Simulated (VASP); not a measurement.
# Ti in VASP: a series of runs

Runs on Ti. Level: PBE. Tasks: single point.

Program: VASP 6.6.1. These are calculated values, not measurements. Logs are shortened: lines on timing, memory, paths and dates and some standing lists are left out, and cuts for length are marked.

### 1 The cell of the first run

The cell holds a slab with vacuum, 6 atoms: a = 4.604 Å, b = 4.604 Å, c = 22.497 Å, α = 90.00°, β = 90.00°, γ = 120.00°.

### 2 Single point, PBE

The input, INCAR:

```
SYSTEM = Ti
PREC = Accurate
ENCUT = 520
EDIFF = 1E-6
ISMEAR = 0
SIGMA = 0.1
LREAL = .False.
LASPH = .True.
NELM = 60
ALGO = Normal
ISIF = 2
LWAVE = .False.
LCHARG = .False.
LDIPOL = .True.
IDIPOL = 3
DIPOL = 0.5 0.5 0.277
GGA = PE
NBANDS = 45
```

The input, KPOINTS:

```
regular mesh
0
Gamma
  6 6 1
  0 0 0
```

The input, POSCAR:

```
Ti
1.0
    4.6037402164      0.0000000000      0.0000000000
   -2.3018701082      3.9869559799      0.0000000000
    0.0000000000      0.0000000000     22.4968206792
Ti
6
Direct
    0.6666666667      0.3333333333      0.1778029019
    0.3333333333      0.6666666667      0.2195747837
    0.0000000000      0.0000000000      0.2613466656
    0.6666666667      0.3333333333      0.2980472718
    0.3333333333      0.6666666667      0.3304570052
    0.0000000000      0.0000000000      0.3776898434
```

Potentials or basis: VASP PAW PBE potentials, release 64 (Ti_sv).

On the command line:

```bash
$ cat potpaw_PBE.64/Ti_sv/POTCAR > POTCAR
$ mpirun -np 1 vasp_std > vasp.out
```

OUTCAR:

```text
SYSTEM = Ti
   PREC = Accurate
   ENCUT = 520
   EDIFF = 1E-6
   ISMEAR = 0
   LREAL = .False.
   LASPH = .True.
   NELM = 60
   ISIF = 2
   GGA = PE

 ion  position               nearest neighbor table
   1  0.667  0.333  0.178-   4 2.71   2 2.82   2 2.82   2 2.82
   2  0.333  0.667  0.220-   5 2.49   1 2.82   1 2.82   3 2.82   1 2.82   3 2.82   3 2.82
   3  0.000  0.000  0.261-   6 2.62   4 2.78   4 2.78   4 2.78   2 2.82   2 2.82   2 2.82
   4  0.667  0.333  0.298-   1 2.71   5 2.76   5 2.76   5 2.76   3 2.78   3 2.78   3 2.78
   5  0.333  0.667  0.330-   2 2.49   4 2.76   4 2.76   4 2.76   6 2.86   6 2.86   6 2.86
   6  0.000  0.000  0.378-   3 2.62   5 2.86   5 2.86   5 2.86

  LATTYP: Found a hexagonal cell.
 ALAT       =     4.6037402164
 C/A-ratio  =     4.8866399105

  Lattice vectors:

 A1 = (   4.6037402164,   0.0000000000,   0.0000000000)
 A2 = (  -2.3018701082,   3.9869559799,   0.0000000000)
 A3 = (   0.0000000000,   0.0000000000,  22.4968206792)

Analysis of symmetry for initial positions (statically):
=====================================================================
 Subroutine PRICEL returns:
 Original cell was already a primitive cell.

 Routine SETGRP: Setting up the symmetry group for a
 hexagonal supercell.

 Subroutine GETGRP returns: Found  6 space group operations
 (whereof  6 operations were pure point group operations)
 out of a pool of 24 trial point group operations.

The static configuration has the point symmetry C_3v.

Analysis of symmetry for dynamics (positions and initial velocities):
=====================================================================
 Subroutine PRICEL returns:
 Original cell was already a primitive cell.

 Routine SETGRP: Setting up the symmetry group for a
 hexagonal supercell.

 Subroutine GETGRP returns: Found  6 space group operations
 (whereof  6 operations were pure point group operations)
 out of a pool of 24 trial point group operations.

The dynamic configuration has the point symmetry C_3v.

 Subroutine INISYM returns: Found  6 space group operations
 (whereof  6 operations are pure point group operations),
 and found     1 'primitive' translations

----------------------------------------------------------------------------------------

                                     Primitive cell

  volume of cell :     412.9271

  direct lattice vectors                    reciprocal lattice vectors
     4.603740216  0.000000000  0.000000000     0.217214689  0.125408959  0.000000000
    -2.301870108  3.986955980  0.000000000     0.000000000  0.250817918  0.000000000
     0.000000000  0.000000000 22.496820679     0.000000000  0.000000000  0.044450725

  length of vectors
     4.603740216  4.603740216 22.496820679     0.250817918  0.250817918  0.044450725

  position of ions in fractional coordinates (direct lattice)
     0.666666667  0.333333333  0.177802902
     0.333333333  0.666666667  0.219574784
     0.000000000  0.000000000  0.261346666
     0.666666667  0.333333333  0.298047272
     0.333333333  0.666666667  0.330457005
     0.000000000  0.000000000  0.377689843

  ion indices of the primitive-cell ions
   primitive index   ion index
                 1           1
                 2           2
                 3           3
                 4           4
                 5           5
                 6           6

----------------------------------------------------------------------------------------

 KPOINTS: regular mesh

Automatic generation of k-mesh.
 Grid dimensions read from file:
 generate k-points for:    6    6    1

 Generating k-lattice:

  Cartesian coordinates                     Fractional coordinates (reciprocal lattice)
     0.036202448  0.020901493  0.000000000     0.166666667  0.000000000  0.000000000
     0.000000000  0.041802986  0.000000000     0.000000000  0.166666667  0.000000000
     0.000000000  0.000000000  0.044450725     0.000000000  0.000000000  1.000000000

  Length of vectors
     0.041802986  0.041802986  0.044450725

  Shift w.r.t. Gamma in fractional coordinates (k-lattice)
     0.000000000  0.000000000  0.000000000

 Subroutine IBZKPT returns following result:
 ===========================================

 Found      7 irreducible k-points:

 Following reciprocal coordinates:
            Coordinates               Weight
  0.000000  0.000000  0.000000      1.000000
  0.166667  0.000000  0.000000      6.000000
  0.333333  0.000000  0.000000      6.000000
  0.500000 -0.000000  0.000000      3.000000
  0.166667  0.166667  0.000000      6.000000
  0.333333  0.166667  0.000000     12.000000
  0.333333  0.333333  0.000000      2.000000
   k-points           NKPTS =      7   k-points in BZ     NKDIM =      7   number of bands    NBANDS=     45
   number of dos      NEDOS =    301   number of ions     NIONS =      6
   total plane-waves  NPLWV = 217728
   dimension x,y,z NGX =    36 NGY =   36 NGZ =  168
   dimension x,y,z NGXF=    72 NGYF=   72 NGZF=  336
   ions per type =               6
   NGX,Y,Z   is equivalent  to a cutoff of  13.00, 13.00, 12.41 a.u.
   NGXF,Y,Z  is equivalent  to a cutoff of  26.00, 26.00, 24.83 a.u.
 SYSTEM =  Ti
   PREC   = accura    normal or accurate (medium, high low for compatibility)
   ISTART =      0    job   : 0-new  1-cont  2-samecut
   ICHARG =      2    charge: 1-file 2-atom 10-const
   ISPIN  =      1    spin polarized calculation?
   LNONCOLLINEAR =      F non collinear calculations
   LSORBIT =      F    spin-orbit coupling
   LASPH  =      T    aspherical Exc in radial PAW
   ENCUT  =  520.0 eV  38.22 Ry    6.18 a.u.   8.56  8.56 41.83*2*pi/ulx,y,z
   NELM   =     60;   NELMIN=  2; NELMDL= -5     # of ELM steps
   EDIFF  = 0.1E-05   stopping-criterion for ELM
   LREAL  =      F    real-space projection
   EDIFFG = 0.1E-04   stopping-criterion for IOM
   NSW    =      0    number of steps for IOM
   IBRION =     -1    ionic relax: 0-MD 1-quasi-New 2-CG
   NFREE  =      0    steps in history (QN), initial steepest desc. (CG)
   ISIF   =      2    stress and relaxation
   ISYM   =      2    0-nonsym 1-usesym 2-fastsym
   POTIM  = 0.5000    time-step for ionic-motion
   TEBEG  =    0.0;   TEEND  =   0.0 temperature during run
   PSTRESS=    0.0 pullay stress
   NELECT =      72.0000    total number of electrons
   NUPDOWN=      -1.0000    fix difference up-down
   EMIN   =  10.00;   EMAX   =-10.00  energy-range for DOS
   EFERMI =   0.00;   METHOD = LEGACY
   ISMEAR =     0;   SIGMA  =   0.10  broadening in eV -4-tet -1-fermi 0-gaus
   EFERMI_NEDOS =   21; number of points for ismear=-14 and -15
   IALGO  =     38    algorithm
   IMIX   =      4    mixing-type and parameters
     AMIX     =   0.40;   BMIX     =  1.00
     AMIX_MAG =   1.60;   BMIX_MAG =  1.00
  volume/ion in A,a.u.               =      68.82       464.43
  Fermi-wavevector in a.u.,A,eV,Ry     =   0.914593  1.728330 11.381006  0.836480
  Thomas-Fermi vector in A             =   2.039238
   LORBIT       =      0    0 simple, 1 ext, 2 COOP (PROOUT), +10 PAW based schemes
   GGA     = PE    functional components
   LHFCALC =     F    Hartree Fock is set to
   AEXX    =    0.0000 exact exchange contribution
   IVDW    =     0    specifies the selected vdW correction
   LEPSILON=     F    determine dielectric tensor
   LRPA    =     F    only Hartree local field effects (RPA)
 non-spin polarized calculation
 Gauss-broadening in eV      SIGMA  =   0.10
  energy-cutoff  :      520.00
  volume of cell :      412.93
 maximum number of plane-waves:     11163
 NGX is ok and might be reduce to    36
   NGX = 17   NGY = 17   NGZ = 83

 dipolmoment           0.000000      0.000000      0.010067 electrons x Angstroem

 number of electron      71.9999981 magnetization

 dipolmoment           0.000000      0.000000     -0.012799 electrons x Angstroem

 Free energy of the ion-electron system (eV)
  ---------------------------------------------------
  ext. energy  EPLUGINS =         0.00000000
  ---------------------------------------------------
  free energy    TOTEN  =       -41.74845594 eV

  energy without entropy =      -41.68129894  energy(sigma->0) =      -41.71487744

 E-fermi :  -0.3932     XC(G=0):  -3.8917

 val. band max:       -0.4146672754   @ k =   0.3333   0.3333   0.0000
 cond. band min:      -0.3887032317   @ k =   0.3333   0.3333   0.0000
 fundamental gap:      0.0259640437
 Fermi energy:        -0.3932458402

 k-point     1 :       0.0000    0.0000    0.0000
  band No.  band energies     occupation
      1     -57.4578      2.00000
      2     -57.4452      2.00000
      3     -56.8716      2.00000
      4     -56.7539      2.00000
      5     -56.6931      2.00000
      6     -56.6009      2.00000
[... 37 lines left out ...]
     44       1.4132      0.00000
     45       1.5094      0.00000

 k-point     2 :       0.1667    0.0000    0.0000
  band No.  band energies     occupation
      1     -57.4573      2.00000
      2     -57.4447      2.00000
      3     -56.8623      2.00000
      4     -56.7573      2.00000
      5     -56.6976      2.00000
      6     -56.6036      2.00000
[... 37 lines left out ...]
     44       1.2974      0.00000
     45       1.3531      0.00000

 k-point     3 :       0.3333    0.0000    0.0000
  band No.  band energies     occupation
      1     -57.4561      2.00000
      2     -57.4439      2.00000
      3     -56.8388      2.00000
      4     -56.7680      2.00000
      5     -56.7077      2.00000
      6     -56.6089      2.00000
[... 37 lines left out ...]
     44       1.1096      0.00000
     45       1.3956      0.00000

 k-point     4 :       0.5000   -0.0000    0.0000
  band No.  band energies     occupation
      1     -57.4555      2.00000
      2     -57.4434      2.00000
      3     -56.8209      2.00000
      4     -56.7792      2.00000
      5     -56.7132      2.00000
      6     -56.6114      2.00000
[... 37 lines left out ...]
     44       0.8167      0.00000
     45       1.3248      0.00000

 k-point     5 :       0.1667    0.1667    0.0000
  band No.  band energies     occupation
      1     -57.4564      2.00000
      2     -57.4441      2.00000
      3     -56.8458      2.00000
      4     -56.7641      2.00000
      5     -56.7054      2.00000
      6     -56.6076      2.00000
[... 37 lines left out ...]
     44       1.0643      0.00000
     45       1.2597      0.00000

 k-point     6 :       0.3333    0.1667    0.0000
  band No.  band energies     occupation
      1     -57.4555      2.00000
      2     -57.4434      2.00000
      3     -56.8226      2.00000
      4     -56.7760      2.00000
      5     -56.7148      2.00000
      6     -56.6113      2.00000
[... 37 lines left out ...]
     44       0.8916      0.00000
     45       1.1674      0.00000

 k-point     7 :       0.3333    0.3333    0.0000
  band No.  band energies     occupation
      1     -57.4553      2.00000
      2     -57.4432      2.00000
      3     -56.8124      2.00000
      4     -56.7806      2.00000
      5     -56.7200      2.00000
      6     -56.6124      2.00000
[... 37 lines left out ...]
     44       0.9328      0.00000
     45       0.9407      0.00000

------------------------ aborting loop because EDIFF is reached ----------------------------------------

 vacuum level on the upper side and lower side of the slab       (xc-potential included)        -0.219        -0.070

  FORCE on cell =-STRESS in cart. coord.  units (eV):
  Direction    XX          YY          ZZ          XY          YZ          ZX
  --------------------------------------------------------------------------------------
  -------------------------------------------------------------------------------------
  Total       -3.9068862     -3.9068862     -0.7892517      0.0000000      0.0000000      0.0000000
  in kB      -15.1589089    -15.1589089     -3.0623352      0.0000000      0.0000000      0.0000000
  external PRESSURE =     -11.1267177 kB  Pullay stress =       0.0000000 kB

 VOLUME and BASIS-vectors are now :
 -----------------------------------------------------------------------------
  energy-cutoff  :      520.00
  volume of cell :      412.93
      direct lattice vectors                 reciprocal lattice vectors
     4.603740216  0.000000000  0.000000000     0.217214689  0.125408959  0.000000000
    -2.301870108  3.986955980  0.000000000     0.000000000  0.250817918  0.000000000
     0.000000000  0.000000000 22.496820679     0.000000000  0.000000000  0.044450725

 POSITION                                       TOTAL-FORCE (eV/Angst)
 -----------------------------------------------------------------------------------
      2.30187      1.32899      4.00000        -0.000000      0.000000      0.136958
     -0.00000      2.65797      4.93973         0.000000      0.000000      0.488347
      0.00000      0.00000      5.87947        -0.000000      0.000000     -0.588608
      2.30187      1.32899      6.70512        -0.000000      0.000000     -0.036192
     -0.00000      2.65797      7.43423         0.000000     -0.000000      0.008915
      0.00000      0.00000      8.49682         0.000000      0.000000     -0.009420
 -----------------------------------------------------------------------------------
    total drift:                               -0.000000     -0.000000      0.000643

  FREE ENERGIE OF THE ION-ELECTRON SYSTEM (eV)
  ---------------------------------------------------
  free  energy   TOTEN  =       -41.7484559381 eV

  energy  without entropy=      -41.6812989396  energy(sigma->0) =      -41.71487744

 vacuum level on the upper side and lower side of the slab         2.743         2.884
```

Wall time 12 min (1 thread of Intel Xeon 8259CL, shared host); peak memory 0.49 GiB.

What came out:

```
Free energy            : -41.7485 eV
Largest force          : 0.589 eV/Å
Band gap on the k mesh : zero (bands 36 and 37 overlap by 0.26 eV)
```

Forces on the atoms (eV/Å):
```
Ti   0.000  0.000  0.137
Ti   0.000  0.000  0.488
Ti   0.000  0.000 -0.589
Ti   0.000  0.000 -0.036
Ti   0.000  0.000  0.009
Ti   0.000  0.000 -0.009
```

### 3 Single point, PBE

This run uses another cell than the first one.

The input, INCAR:

```
SYSTEM = Ti
ALGO = Normal
DIPOL = 0.5 0.5 0.494
EDIFF = 1E-6
ENCUT = 520
GGA = PE
IDIPOL = 3
ISIF = 2
ISMEAR = 0
LASPH = .TRUE.
LCHARG = .FALSE.
LDIPOL = .TRUE.
LREAL = .FALSE.
LWAVE = .FALSE.
NBANDS = 45
NELM = 100
PREC = Accurate
SIGMA = 0.1
```

The input, KPOINTS:

```
k-points
0
G
  9 9 1
  0 0 0
```

The input, POSCAR:

```
Ti
1.0
    4.6037402164      0.0000000000      0.0000000000
   -2.3018701082      3.9869559799      0.0000000000
    0.0000000000      0.0000000000     18.6986726828
Ti
6
Direct
    0.6666666667      0.3333333333      0.3743581226
    0.3333333333      0.6666666667      0.4246148735
    0.0000000000      0.0000000000      0.4748716245
    0.6666666667      0.3333333333      0.5190270023
    0.3333333333      0.6666666667      0.5580199282
    0.0000000000      0.0000000000      0.6148468865
```

Potentials or basis: VASP PAW PBE potentials, release 64 (Ti_sv).

On the command line:

```bash
$ cat potpaw_PBE.64/Ti_sv/POTCAR > POTCAR
$ mpirun -np 1 vasp_std > vasp.out
```

OUTCAR:

```text
SYSTEM = Ti
   EDIFF = 1E-6
   ENCUT = 520
   GGA = PE
   ISIF = 2
   ISMEAR = 0
   LASPH = .TRUE.
   LREAL = .FALSE.
   NELM = 100
   PREC = Accurate

 ion  position               nearest neighbor table
   1  0.667  0.333  0.374-   4 2.71   2 2.82   2 2.82   2 2.82
   2  0.333  0.667  0.425-   5 2.49   1 2.82   1 2.82   3 2.82   1 2.82   3 2.82   3 2.82
   3  0.000  0.000  0.475-   6 2.62   4 2.78   4 2.78   4 2.78   2 2.82   2 2.82   2 2.82
   4  0.667  0.333  0.519-   1 2.71   5 2.76   5 2.76   5 2.76   3 2.78   3 2.78   3 2.78
   5  0.333  0.667  0.558-   2 2.49   4 2.76   4 2.76   4 2.76   6 2.86   6 2.86   6 2.86
   6  0.000  0.000  0.615-   3 2.62   5 2.86   5 2.86   5 2.86
[... 776 lines left out ...]
  Total       -3.9113583     -3.9113583     -0.7842435      0.0000000      0.0000000     -0.0000000
  in kB      -18.2589229    -18.2589229     -3.6609897      0.0000000      0.0000000     -0.0000000
  external PRESSURE =     -13.3929451 kB  Pullay stress =       0.0000000 kB

 VOLUME and BASIS-vectors are now :
 -----------------------------------------------------------------------------
  energy-cutoff  :      520.00
  volume of cell :      343.21
      direct lattice vectors                 reciprocal lattice vectors
     4.603740216  0.000000000  0.000000000     0.217214689  0.125408959  0.000000000
    -2.301870108  3.986955980  0.000000000     0.000000000  0.250817918  0.000000000
     0.000000000  0.000000000 18.698672683     0.000000000  0.000000000  0.053479732

 POSITION                                       TOTAL-FORCE (eV/Angst)
 -----------------------------------------------------------------------------------
      2.30187      1.32899      7.00000        -0.000000      0.000000      0.158452
     -0.00000      2.65797      7.93973         0.000000      0.000000      0.429333
      0.00000      0.00000      8.87947         0.000000     -0.000000     -0.564313
      2.30187      1.32899      9.70512        -0.000000      0.000000     -0.006883
     -0.00000      2.65797     10.43423         0.000000     -0.000000      0.000137
      0.00000      0.00000     11.49682        -0.000000     -0.000000     -0.016726
 -----------------------------------------------------------------------------------
    total drift:                                0.000000      0.000000      0.000365

  FREE ENERGIE OF THE ION-ELECTRON SYSTEM (eV)
  ---------------------------------------------------
  free  energy   TOTEN  =       -41.7480053641 eV

  energy  without entropy=      -41.6762691184  energy(sigma->0) =      -41.71213724

 vacuum level on the upper side and lower side of the slab         3.336         3.459
```

OSZICAR:

```text
N       E                     dE             d eps       ncg     rms          rms(c)
DAV:   1     0.840494617290E+03    0.84049E+03   -0.39275E+04  1328   0.155E+03
DAV:   2     0.706910602925E+02   -0.76980E+03   -0.75655E+03  1120   0.496E+02
DAV:   3    -0.311456216507E+02   -0.10184E+03   -0.99828E+02  1776   0.155E+02
[... 25 lines left out ...]
DAV:  29    -0.417479798463E+02   -0.20297E-04   -0.71081E-06  1056   0.150E-02    0.441E-03
DAV:  30    -0.417479963994E+02   -0.16553E-04   -0.20849E-06   920   0.106E-02    0.185E-03
DAV:  31    -0.417480032671E+02   -0.68677E-05   -0.55631E-07   824   0.411E-03    0.192E-03
DAV:  32    -0.417480045615E+02   -0.12944E-05   -0.19860E-07   766   0.280E-03    0.121E-03
DAV:  33    -0.417480053641E+02   -0.80255E-06   -0.16341E-07   745   0.205E-03
   1 F= -.41748005E+02 E0= -.41712137E+02  d E =-.717362E-01
```

stdout:

```text
POSCAR found type information on POSCAR Ti
 POSCAR found :  1 types and       6 ions
 scaLAPACK will be used
 LDA part: xc-table for (Slater+PW92), standard interpolation
 POSCAR, INCAR and KPOINTS ok, starting setup
 FFT: planning ... GRIDC
 FFT: planning ... GRID_SOFT
 FFT: planning ... GRID
 WAVECAR not read
 entering main loop
```

Run time: 16 min. Hardware: 1 thread of Intel Xeon 8259CL, shared host; peak memory 0.47 GiB.

Results:

```yaml
Free_energy: -41.7480 eV
Largest_force: 0.564 eV/Å
Band_gap_on_the_k_mesh: zero (bands 36 and 37 overlap by 0.26 eV)
```

Forces on the atoms (eV/Å):
```
Ti   0.000  0.000  0.158
Ti   0.000  0.000  0.429
Ti   0.000  0.000 -0.564
Ti   0.000  0.000 -0.007
Ti   0.000  0.000  0.000
Ti   0.000  0.000 -0.017
```

The gap in the log of VASP goes by the Fermi energy; the results here count the filled bands.